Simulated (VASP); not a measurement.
Input of a VASP 6.6.1 run:

The input INCAR:

```
SYSTEM = Mg
PREC = Accurate
ENCUT = 520
EDIFF = 1E-6
ISMEAR = -1
SIGMA = 0.08
LREAL = .FALSE.
LASPH = .TRUE.
NELM = 100
ALGO = Normal
ISIF = 2
LWAVE = .FALSE.
LCHARG = .FALSE.
NBANDS = 9
```

The input KPOINTS:

```
regular mesh
0
G
  12 12 12
  0 0 0
```

The input POSCAR:

```
Mg
1.0
    0.0000000000      2.9005745090      2.9005745090
    2.9005745090      0.0000000000      2.9005745090
    2.9005745090      2.9005745090      0.0000000000
Mg
2
Direct
   -0.1250000000     -0.1250000000     -0.1250000000
    0.1250000000      0.1250000000      0.1250000000
```

Potentials or basis: VASP PAW LDA potentials, release 64 (Mg).

Run with:

```sh
$ cat potpaw_LDA.64/Mg/POTCAR > POTCAR
$ mpirun -np 1 vasp_std > vasp.out
```

(1) Predict the pressure.

(2) Estimate the band gap on the k mesh.

Results:

(1) 12.4 GPa.

(2) zero (bands 2 and 3 overlap by 5.65 eV).

Caveat: the cell stands under pressure.
